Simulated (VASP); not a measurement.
**FeNi3: single point with PBEsol**

FeNi3:

```xyz
4
Lattice="3.4906 0.0000 0.0000 0.0000 3.4906 0.0000 0.0000 0.0000 3.4906" Properties=species:S:1:pos:R:3 pbc="T T T"
Fe    0.0000    0.0000    0.0000
Ni    0.0000    1.7453    1.7453
Ni    1.7453    0.0000    1.7453
Ni    1.7453    1.7453    0.0000
```

```json
{
 "Program": "VASP 6.6.1",
 "Task": "single point",
 "Functional": "PBEsol",
 "Potentials or basis": "VASP PAW PBE potentials, release 64 (Fe, Ni)",
 "Cutoff": "520 eV",
 "k mesh": "6 × 6 × 6",
 "Occupations": "fermi-dirac, width 0.1 eV",
 "Spin": "collinear spin, ferromagnetic start",
 "Starting moments": "[3.5, 1.5, 1.5, 1.5] μB"
}
```

```
Pressure                                              : 0.0 GPa
Net moment                                            : 4.82 μB per cell
Site moments                                          : Fe +2.85; Ni +0.65 μB
Valence electrons inside the program's atomic spheres : Fe 7.19; Ni 9.42
```

Levels at points of the mesh, in eV from the Fermi level:
Spin up:
| k point | band 18 | band 19 | band 20 | band 21 | band 22 | band 23 | band 24 | band 25 |
| --- | --- | --- | --- | --- | --- | --- | --- | --- |
| (0.00, 0.00, 0.00) | -0.61 | -0.59 | -0.59 | -0.59 | 2.26 | 2.26 | 2.26 | 9.27 |
| (0.50, 0.00, 0.00) | -1.59 | -1.35 | -1.06 | -0.61 | -0.59 | 7.76 | 7.76 | 7.78 |
| (0.50, 0.50, 0.00) | -1.69 | -1.55 | -1.53 | 0.83 | 0.83 | 0.93 | 0.96 | 11.50 |
| (0.50, 0.50, 0.50) | -0.76 | -0.76 | -0.76 | -0.59 | -0.59 | -0.59 | -0.49 | 5.77 |
Spin down:
```tsv
k point	band 15	band 16	band 17	band 18	band 19	band 20
(0.00, 0.00, 0.00)	0.31	0.31	1.06	1.06	1.38	1.38
(0.50, 0.00, 0.00)	-0.87	-0.38	-0.11	-0.11	0.31	0.52
(0.50, 0.50, 0.00)	-1.25	-0.82	-0.70	0.20	0.20	0.38
(0.50, 0.50, 0.50)	-0.47	-0.47	0.09	0.09	0.09	0.88
```

Wall time 33 s on 1 thread of Intel(R) Xeon(R) 6975P-C (Granite Rapids), with other jobs on the host, peak memory 0.19 GiB.

Caveat: the PAW data sets were made with another functional, which shifts forces and pressure a little.
